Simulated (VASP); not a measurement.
Wanted: the native input for a VASP 6.6.1 run.

* Task: single point
* Functional: PBE
* Potentials or basis: VASP PAW PBE potentials, release 64 (Y_sv, N)
* Cutoff: 600 eV
* k mesh: 10 × 10 × 10
* Occupations: gaussian, width 0.01 eV
* Spin: no spin polarisation
* Dipole correction: no
* Further INCAR settings: ALGO = Normal; EDIFF = 1e-06; NBANDS = 15

The structure of YN (pbe) lies in POSCAR:

```
YN
1.0
    0.0000000000      2.4284682095      2.4645537003
    2.4284682095      0.0000000000      2.4645537003
    2.4284682095      2.4284682095      0.0000000000
Y N
1 1
Direct
    0.0000000000      0.0000000000      0.0000000000
    0.5000000000      0.5000000000      0.5000000000
```

This cell differs from its parent crystal: strained cell.

One way to write it, as run:

INCAR

```
SYSTEM = YN
PREC = Accurate ; ENCUT = 600
EDIFF = 1E-6 ; ISMEAR = 0
SIGMA = 0.01 ; LREAL = .FALSE.
LASPH = .TRUE. ; NELM = 120
ALGO = Normal ; ISIF = 2
LWAVE = .FALSE. ; LCHARG = .TRUE.
GGA = PE ; LELF = .TRUE.
LVHAR = .TRUE. ; NBANDS = 15
GGA_COMPAT = .FALSE.
```

KPOINTS

```
regular mesh
0
G
  10 10 10
  0 0 0
```

Potentials or basis: VASP PAW PBE potentials, release 64 (Y_sv, N).

Launch:

```console
$ cat potpaw_PBE.64/Y_sv/POTCAR potpaw_PBE.64/N/POTCAR > POTCAR
$ mpirun -np 1 vasp_std > vasp.out
```

Results of the run:

The pressure is 2.4 GPa and the band gap on the k mesh is 0.15 eV, indirect (least direct gap 0.53 eV).

Caveat: the cell differs from its parent crystal (strained cell).

Wall time 78 s on 1 thread of AMD EPYC 7R43 64-Core Processor (Zen 3), with other jobs on the host, peak memory 0.19 GiB.
